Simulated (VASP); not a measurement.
Crystal: AlRu.

```
Al Ru
1.0
     2.99160    0.00000    0.00000
     0.00000    2.99160    0.00000
     0.00000    0.00000    2.99160
Al Ru
1 1
Direct
  0.00000 0.00000 0.00000
  0.50000 0.50000 0.50000
```

Base run:

* Program: VASP 6.6.1
* Functional: LDA
* Potentials or basis: VASP PAW LDA potentials, release 64 (Al, Ru_pv)
* Cutoff: 520 eV
* k mesh: 12 × 12 × 12
* Occupations: fermi-dirac, width 0.05 eV
* Spin: no spin polarisation

Its results: band gap on the k mesh zero (an odd number of electrons rules out a gap without spin polarisation); pressure -7.7 GPa.

**Question.** The run is repeated on the same cell with these changes: functional from LDA to r2SCAN; potentials or basis from VASP PAW LDA potentials, release 64 (Al, Ru_pv) to VASP PAW PBE potentials, release 64 (Al, Ru_pv). What comes out?

**Answer.** Band gap on the k mesh zero (an odd number of electrons rules out a gap without spin polarisation); pressure -2.0 GPa.

Caveats: the cell stands under tension (at least some runs); the PAW data sets were made with another functional, which shifts forces and pressure a little (at least some runs).
